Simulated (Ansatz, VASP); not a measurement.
Ga: VASP beside Ansatz

```xyz
3
Lattice="1.4643 0.8454 7.1648 -1.4643 0.8454 7.1648 0.0000 -1.6908 7.1648" Properties=species:S:1:pos:R:3 pbc="T T T"
Ga    0.0000    0.0000    0.0000
Ga    0.0000    0.0000    4.7808
Ga    0.0000    0.0000   16.7136
```

Alike in both runs: functional PBEsol; k mesh 18 × 18 × 18; occupations gaussian, width 0.1 eV; no spin polarisation.

Ansatz relaxed the structure, and its values are those at the end. VASP's run is a single point on that final structure, the one shown.

|  | VASP | Ansatz |
| --- | --- | --- |
| version | VASP 6.6.1 | Ansatz 0.2.0 |
| potentials or method | VASP PAW PBE potentials, release 64 (Ga_d), cutoff 520 eV | scalar-relativistic, plane waves, PAW |
| valence electrons in the cell | 39 | 39 |

|  | VASP | Ansatz | Ansatz less VASP |
| --- | --- | --- | --- |
| gap on the k mesh at the Fermi level (eV) | none | none | - |
| pressure (GPa) | 0.1 | 0.0 | -0.09 |

VASP's potentials were made for PBE, not for PBEsol. A gap of «none» marks a metal or a gap that the smearing closes.
